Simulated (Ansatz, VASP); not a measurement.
# GaSb in VASP and in Ansatz

```xyz
2
Lattice="-1.6633 2.4806 2.7561 1.6633 -2.4806 2.7561 1.6633 2.4806 -2.7561" Properties=species:S:1:pos:R:3 pbc="T T T"
Ga    0.0000    0.0000    0.0000
Sb    0.0000    0.0000    2.7561
```

Change from the starting cell: volume 22.743 Å^3 an atom, stretch along a over the lengths across it, relative to the relaxed cell 1.0835.

Alike in both runs: task single point; functional PBE; k mesh 18 × 18 × 18; occupations gaussian, width 0.15 eV; no spin polarisation.

```csv
,VASP,Ansatz
version,VASP 6.6.1,Ansatz 0.2.0
potentials or method,"VASP PAW PBE potentials, release 64 (Ga_d, Sb), cutoff 520 eV","scalar-relativistic, plane waves, PAW"
valence electrons in the cell,18,28
```

|  | VASP | Ansatz | Ansatz less VASP |
| --- | --- | --- | --- |
| gap on the k mesh at the Fermi level (eV) | none | none | - |
| pressure (GPa) | 3.7 | 3.7 | 0.00 |
| traceless stress, the component that is largest in VASP (GPa) | 3.93 | 3.87 | -0.056 |

A gap of «none» marks a metal or a gap that the smearing closes. The functional is the same, so the differences come from potentials, cutoffs and numerics. VASP's potentials hold 18 valence electrons a cell and Ansatz's 28, so a difference there can come from the potentials and not from the codes.

Spin-orbit coupling is off throughout.
